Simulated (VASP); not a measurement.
Runs of VASP 6.6.1 on Cs. The structure is that of space group Fd-3m (No. 227), or close to it. The cells are those of the table. This isn't the form of Cs at room conditions, which is bcc.

| cell | gap on the mesh (eV) | pressure (GPa) |
| --- | --- | --- |
| a = 4.593 Å, angles 60.0°, 2 atoms | none | 31.2 |
| a = 7.432 Å, angles 60.0°, 2 atoms | none | (a) |
| a = 4.857 Å, angles 60.0°, 2 atoms | none | 15.6 |
| a = 4.433 Å, angles 60.0°, 2 atoms | none | 47.1 |

Alike in all rows: task single point; level LDA; potentials or basis VASP PAW LDA potentials, release 64 (Cs_sv); no spin polarisation; k mesh 4 × 4 × 4; cutoff (eV) 500; smearing gaussian 0.05 eV.

Task: Fill in the values left out.

Result: (a) 0.0.

Caveats: some runs use coarse meshes; spin-orbit coupling is left out, which moves the levels of the heavy elements.

A k mesh can miss the band edges, and the runs leave out spin-orbit coupling on Cs.

A gap of «none» marks levels without a gap at the run's occupations.
